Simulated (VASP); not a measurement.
# Zr in VASP: notebook, part 2 of 2

VASP 6.6.1.

### 4 Electric field gradients, PBEsol (equal xy, yz and zx shear strains of -1 %)

Contents of INCAR:

```
PREC     = Accurate       # precision mode
ENCUT    = 520            # plane-wave cutoff, eV
EDIFF    = 1E-8           # SCF threshold, eV
ISMEAR   = -1             # smearing method
SIGMA    = 0.08           # smearing width, eV
LREAL    = False          # projectors in reciprocal space
LASPH    = True           # aspherical terms in the spheres
NELM     = 100            # most SCF steps
ALGO     = Normal         # electronic algorithm
ISIF     = 2              # what is computed and relaxed
LWAVE    = False          # write WAVECAR
LCHARG   = False          # write CHGCAR
GGA      = PS             # functional
LEFG     = True         
NBANDS   = 19             # bands
```

Contents of KPOINTS:

```
regular mesh
0
Gamma
  13 13 7
```

Contents of POSCAR:

```
Zr
1.0
    3.2319982225     -0.0161599911     -0.0161599911
   -1.6299940740      2.8070725612     -0.0059149673
   -0.0257350000     -0.0257350000      5.1470000000
Zr
2
Direct
    0.3333333333      0.6666666667      0.2500000000
    0.6666666667      0.3333333333      0.7500000000
```

Potentials or basis: VASP PAW PBE potentials, release 64 (Zr_sv).

Launch:

```sh
$ cat potpaw_PBE.64/Zr_sv/POTCAR > POTCAR
$ mpirun -np 1 vasp_std > vasp.out
```

OUTCAR:

```text
PREC = Accurate
   ENCUT = 520
   EDIFF = 1E-8
   ISMEAR = -1
   LREAL = False
   LASPH = True
   NELM = 100
   ISIF = 2
   GGA = PS

 ion  position               nearest neighbor table
   1  0.333  0.667  0.250-   2 3.15   2 3.16   2 3.18   2 3.19   2 3.19   2 3.19
   2  0.667  0.333  0.750-   1 3.15   1 3.16   1 3.18   1 3.19   1 3.19   1 3.19

  LATTYP: Found a triclinic cell.
 ALAT       =     3.2180891177
 B/A-ratio  =     1.0043472705
 C/A-ratio  =     1.5994363379
 COS(alpha) =     0.0099745013
 COS(beta)  =     0.0136846555
 COS(gamma) =     0.4934979113

  Lattice vectors:

 A1 = (   1.6020041485,   2.7909125701,  -0.0220749584)
 A2 = (   3.2319982225,  -0.0161599911,  -0.0161599911)
 A3 = (   0.0257350000,   0.0257350000,  -5.1470000000)

Analysis of symmetry for initial positions (statically):
=====================================================================
 Subroutine PRICEL returns:
 Original cell was already a primitive cell.
[... 720 lines left out ...]
      direct lattice vectors                 reciprocal lattice vectors
     3.231998223 -0.016159991 -0.016159991     0.310319372  0.180199561  0.002452595
    -1.629994074  2.807072561 -0.005914967     0.001795424  0.357289357  0.001795424
    -0.025735000 -0.025735000  5.147000000     0.000976370  0.000976370  0.194297698

 POSITION                                       TOTAL-FORCE (eV/Angst)
 -----------------------------------------------------------------------------------
     -0.01576      1.85956      1.27742         0.019432      0.000461      0.001403
      1.59203      0.90562      3.84751        -0.019432     -0.000461     -0.001403
 -----------------------------------------------------------------------------------
    total drift:                               -0.000000      0.000000     -0.000000

  FREE ENERGIE OF THE ION-ELECTRON SYSTEM (eV)
  ---------------------------------------------------
  free  energy   TOTEN  =       -18.1658898584 eV

  energy  without entropy=      -18.1205152658  energy(sigma->0) =      -18.14320256

 Electric field gradients (V/A^2)
---------------------------------------------------------------------
 ion       V_xx      V_yy      V_zz      V_xy      V_xz      V_yz
---------------------------------------------------------------------
   1     -20.891   -20.823    41.713     1.383     2.496     2.497
   2     -20.891   -20.823    41.713     1.383     2.496     2.497
---------------------------------------------------------------------

 Electric field gradients after diagonalization (V/A^2)
 (convention: |V_zz| > |V_xx| > |V_yy|)
----------------------------------------------------------------------
 ion       V_xx      V_yy      V_zz     asymmetry (V_yy - V_xx)/ V_zz
----------------------------------------------------------------------
   1     -22.240   -19.676    41.916       0.061
   2     -22.240   -19.676    41.916       0.061
----------------------------------------------------------------------

           NMR quadrupolar parameters

 Cq : quadrupolar parameter    Cq=e*Q*V_zz/h
 eta: asymmetry parameters     (V_yy - V_xx)/ V_zz
 Q  : nuclear electric quadrupole moment in mb (millibarn)
----------------------------------------------------------------------
 ion       Cq(MHz)       eta       Q (mb)
----------------------------------------------------------------------
   1       0.101       0.061       1.000
   2       0.101       0.061       1.000
----------------------------------------------------------------------
```

OSZICAR:

```text
N       E                     dE             d eps       ncg     rms          rms(c)
DAV:   1     0.213232971864E+03    0.21323E+03   -0.13237E+04 22536   0.125E+03
DAV:   2    -0.285206645131E+01   -0.21609E+03   -0.21191E+03 26022   0.366E+02
DAV:   3    -0.185971028493E+02   -0.15745E+02   -0.15597E+02 40686   0.715E+01
DAV:   4    -0.189904743920E+02   -0.39337E+00   -0.39294E+00 26520   0.117E+01
DAV:   5    -0.190028275268E+02   -0.12353E-01   -0.12351E-01 33432   0.141E+00    0.150E+01
DAV:   6    -0.183044150728E+02    0.69841E+00   -0.10417E+00 24774   0.751E+00    0.591E+00
DAV:   7    -0.181621740733E+02    0.14224E+00   -0.65322E-01 32260   0.513E+00    0.115E+00
DAV:   8    -0.181656939943E+02   -0.35199E-02   -0.35632E-02 29491   0.149E+00    0.253E-01
DAV:   9    -0.181659074504E+02   -0.21346E-03   -0.15945E-03 30212   0.339E-01    0.250E-02
DAV:  10    -0.181658874602E+02    0.19990E-04   -0.49268E-05 32211   0.397E-02    0.224E-02
DAV:  11    -0.181658900627E+02   -0.26025E-05   -0.88908E-06 25446   0.323E-02    0.178E-03
DAV:  12    -0.181658901325E+02   -0.69816E-07   -0.29751E-07 29397   0.367E-03    0.174E-03
DAV:  13    -0.181658899123E+02    0.22027E-06   -0.38591E-08 23057   0.106E-03    0.613E-04
DAV:  14    -0.181658898618E+02    0.50480E-07   -0.33313E-09 14380   0.633E-04    0.216E-04
DAV:  15    -0.181658898584E+02    0.34197E-08   -0.60947E-10 13816   0.248E-04
   1 F= -.18165890E+02 E0= -.18143203E+02  d E =-.453746E-01
```

stdout:

```text
POSCAR found type information on POSCAR Zr
 POSCAR found :  1 types and       2 ions
 scaLAPACK will be used
 -----------------------------------------------------------------------------
[... 27 lines left out ...]
     0.0000720     0.0747801     0.0487594    -1.1513403     0.0488150    -0.0015974
     0.0000992     0.0747801     0.0487594    -1.1513403     0.0488150    -0.0015974
     0.0001366     0.0747801     0.0487594    -1.1513402     0.0488150    -0.0015974

     0.0000523    -1.2034243    -2.2413860   -32.9547029    -2.2395493     0.0298580
     0.0000720    -1.2033220    -2.2412615   -32.9532716    -2.2394249     0.0298559
     0.0000992    -1.2031557    -2.2410606   -32.9509554    -2.2392241     0.0298526
     0.0001366    -1.2028864    -2.2407381   -32.9472238    -2.2389018     0.0298472
```

Run time: 11 min. Hardware: 1 thread of Intel Xeon 8259CL, shared host; peak memory 0.5 GiB.

Results:

```
Free energy            : -18.1659 eV
Pressure               : -3.2 GPa
Largest force          : 0.019 eV/Å
Band gap on the k mesh : zero (band 12 reaches 9.81 eV, above the bottom of band 13 at 8.62 eV)
```

Forces on the atoms (eV/Å):
```
Zr   0.019  0.000  0.001
Zr  -0.019  0.000 -0.001
```

Stress tensor (GPa, compression positive):
```
-3.44  0.45  0.24
 0.45 -3.43  0.24
 0.24  0.24 -2.80
```

Electric field gradients, principal values (V/Å²):
```
atom    least   middle  greatest (by size)
1 Zr  -19.676  -22.240              41.916
2 Zr  -19.676  -22.240              41.916
```

Caveat: the cell differs from its parent crystal (equal xy, yz and zx shear strains of -1 %); without QUAD_EFG the Cq values of the log hold for a quadrupole moment of 1 mb, not for the nuclei; the PAW data sets were made with another functional, which shifts forces and pressure a little.

### 5 Overview

```tsv
cell	gap on the mesh (eV)	pressure (GPa)
a = 3.232, b = 3.232, c = 4.993 Å, angles 90.0, 90.0, 120.0°, 2 atoms	none	-0.2
a = 3.232, b = 3.232, c = 5.044 Å, angles 90.0, 90.0, 120.0°, 2 atoms	none	-1.3
a = 3.232, b = 3.246, c = 5.147 Å, angles 90.2, 90.6, 120.4°, 2 atoms	none	-3.2
```

Alike in all rows: task electric field gradients; level PBEsol; potentials or basis VASP PAW PBE potentials, release 64 (Zr_sv); no spin polarisation; k mesh 13 × 13 × 7; cutoff (eV) 520; smearing fermi-dirac 0.08 eV.

Caveats: the PAW data sets were made with another functional, which shifts forces and pressure a little.

Absolute energies hang on the potentials; compare differences alone.
